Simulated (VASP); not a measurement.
Input of a VASP 6.6.1 run:

INCAR

```
PREC = Accurate ; ENCUT = 520
EDIFF = 1E-6 ; ISMEAR = 0
SIGMA = 0.15 ; LREAL = False
LASPH = True ; NELM = 60
ALGO = Normal ; ISIF = 2
LWAVE = False ; LCHARG = False
GGA = PS ; NBANDS = 38
```

Contents of KPOINTS:

```
regular mesh
0
Gamma
  6 6 6
```

File POSCAR:

```
InP3
1.0
    3.4177878374      1.9732607279      3.5417263837
   -3.4177878374      1.9732607279      3.5417263837
    0.0000000000     -3.9465214559      3.5417263837
In P
2 6
Direct
    0.2732789115      0.2732789115      0.2732789115
    0.7267210885      0.7267210885      0.7267210885
    0.7947108827      0.2411926280      0.7947108827
    0.7947108827      0.7947108827      0.2411926280
    0.2411926280      0.7947108827      0.7947108827
    0.2052891173      0.7588073720      0.2052891173
    0.7588073720      0.2052891173      0.2052891173
    0.2052891173      0.2052891173      0.7588073720
```

Potentials or basis: VASP PAW PBE potentials, release 64 (In_d, P).

Launch:

```sh
$ cat potpaw_PBE.64/In_d/POTCAR potpaw_PBE.64/P/POTCAR > POTCAR
$ mpirun -np 1 vasp_std > vasp.out
```

(1) What does it give for the band gap on the k mesh?

(2) Predict the pressure.

## Answers

(1) zero (band 28 reaches 8.57 eV, above the bottom of band 29 at 7.87 eV).

(2) 13.1 GPa.

Caveat: the cell differs from its parent crystal (strain -0.080 along x and y, +0.080 along z); the PAW data sets were made with another functional, which shifts forces and pressure a little; spin-orbit coupling is left out, which moves the levels of the heavy elements.
